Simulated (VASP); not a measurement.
Runs of VASP 6.6.1 on Pb. The structure is that of space group R-3m (No. 166), or close to it. The cells are those of the table. 

```tsv
cell	gap on the mesh (eV)	pressure (GPa)
a = 4.400 Å, angles 38.9°, 1 atom	none	17.5
a = 3.203 Å, angles 75.3°, 1 atom	none	2.3
a = 3.329 Å, angles 67.3°, 1 atom	none	0.7
a = 4.802 Å, angles 33.6°, 1 atom	none	(b)
a = 3.738 Å, angles 52.2°, 1 atom	none	(a)
a = 4.012 Å, angles 45.7°, 1 atom	none	6.5
a = 3.136 Å, angles 82.7°, 1 atom	none	3.0
```

Alike in all rows: task single point; level PBEsol; potentials or basis VASP PAW PBE potentials, release 64 (Pb_d); no spin polarisation; k mesh 18 × 18 × 18; cutoff (eV) 520; smearing gaussian 0.15 eV.

Question: Estimate the missing entries.

Answer: (a) 1.4; (b) 33.6.

Caveats: the PAW data sets were made with another functional, which shifts forces and pressure a little; spin-orbit coupling is left out, which moves the levels of the heavy elements; the cell stands under pressure (at least some runs).

A k mesh can miss the band edges, and the runs leave out spin-orbit coupling on Pb.

A gap of «none» marks levels without a gap at the run's occupations.
